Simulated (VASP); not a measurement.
Here is a VASP 6.6.1 calculation.

Contents of INCAR:

```
ALGO = Normal ; EDIFF = 1E-7
ENCUT = 520 ; GGA = PE
ISIF = 2 ; ISMEAR = -1
ISPIN = 2 ; IVDW = 13
LASPH = T ; LCHARG = F
LORBIT = 11 ; LREAL = F
LWAVE = F ; MAGMOM = 1 0
NBANDS = 20 ; NELM = 150
NUPDOWN = 1.0 ; PREC = Accurate
SIGMA = 0.05
```

File KPOINTS:

```
k-points
0
Gamma
  8 8 8
```

POSCAR

```
CdSe
1.0
    0.0000000000      3.1304878824      3.1304878824
    3.1304878824      0.0000000000      3.1304878824
    3.1304878824      3.1304878824      0.0000000000
Cd Se
1 1
Direct
    0.0000000000      0.0000000000      0.0000000000
    0.2500000000      0.2500000000      0.2500000000
```

Potentials or basis: VASP PAW PBE potentials, release 64 (Cd, Se).

The run is started by

```console
$ cat potpaw_PBE.64/Cd/POTCAR potpaw_PBE.64/Se/POTCAR > POTCAR
$ mpirun -np 1 vasp_std > vasp.out
```

(1) What does it give for the pressure?

(2) Estimate the dispersion energy per atom.

Results:

(1) 1.5 GPa.

(2) -0.293 eV.

Caveat: the total moment is fixed, so each spin has its own Fermi level.
